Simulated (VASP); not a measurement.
Wanted: the native input for a VASP 6.6.1 run.

```yaml
Task: single point
Functional: r2SCAN
Potentials_or_basis: VASP PAW PBE potentials, release 64 (Ni, O)
Cutoff: 520 eV
k_mesh: 14 × 14 × 14
Occupations: fermi-dirac, width 0.1 eV
Spin: no spin polarisation
Dipole_correction: no
Further_INCAR_settings: ALGO = Normal; EDIFF = 1e-06; NBANDS = 15
```

Crystal: NiO (rock salt type).

```
CELL_PARAMETERS angstrom
0.00000 2.04457 2.04457
2.04457 0.00000 2.04457
2.04457 2.04457 0.00000
ATOMIC_POSITIONS crystal
Ni 0.00000 0.00000 0.00000
O 0.50000 0.50000 0.50000
```

The input as run:

POSCAR

```
NiO
1.0
    0.0000000000      2.0445720710      2.0445720710
    2.0445720710      0.0000000000      2.0445720710
    2.0445720710      2.0445720710      0.0000000000
Ni O
1 1
Direct
    0.0000000000      0.0000000000      0.0000000000
    0.5000000000      0.5000000000      0.5000000000
```

INCAR.step1

```
PREC     = Accurate       # precision mode
ENCUT    = 520            # plane-wave cutoff, eV
ISMEAR   = -1             # smearing method
SIGMA    = 0.1            # smearing width, eV
LREAL    = F              # projectors in reciprocal space
LASPH    = T              # aspherical terms in the spheres
NELM     = 80             # most SCF steps
NBANDS   = 15             # bands
GGA      = PE             # functional
ALGO     = Normal         # electronic algorithm
EDIFF    = 1E-4           # SCF threshold, eV
LWAVE    = T              # write WAVECAR
LCHARG   = F              # write CHGCAR
```

INCAR.step2

```
PREC     = Accurate       # precision mode
ENCUT    = 520            # plane-wave cutoff, eV
EDIFF    = 1E-6           # SCF threshold, eV
ISMEAR   = -1             # smearing method
SIGMA    = 0.1            # smearing width, eV
LREAL    = F              # projectors in reciprocal space
LASPH    = T              # aspherical terms in the spheres
NELM     = 80             # most SCF steps
ALGO     = Normal         # electronic algorithm
ISIF     = 2              # what is computed and relaxed
LWAVE    = F              # write WAVECAR
LCHARG   = F              # write CHGCAR
METAGGA  = R2SCAN         # meta-GGA
LMIXTAU  = T            
NBANDS   = 15             # bands
ISTART   = 1
```

KPOINTS

```
Automatic mesh
0
Gamma
  14 14 14
```

Potentials or basis: VASP PAW PBE potentials, release 64 (Ni, O).

The run is started by

```bash
$ cat potpaw_PBE.64/Ni/POTCAR potpaw_PBE.64/O/POTCAR > POTCAR
$ cp INCAR.step1 INCAR
$ mpirun -np 1 vasp_std > vasp.out
$ cp INCAR.step2 INCAR
$ mpirun -np 1 vasp_std > vasp.out
```

Results of the run:

* Pressure: 4.4 GPa
* Band gap on the k mesh: zero (band 8 reaches 10.22 eV, above the bottom of band 9 at 7.11 eV)

Caveat: the PAW data sets were made with another functional, which shifts forces and pressure a little; the run has no spin polarisation, though such a crystal can be magnetic; semilocal functionals often make such compounds metallic where correlation or magnetic order opens a gap, which also shifts bond lengths.

Wall time 37 s on 1 thread of Intel(R) Xeon(R) 6975P-C (Granite Rapids) (shared host), peak memory 0.15 GiB.
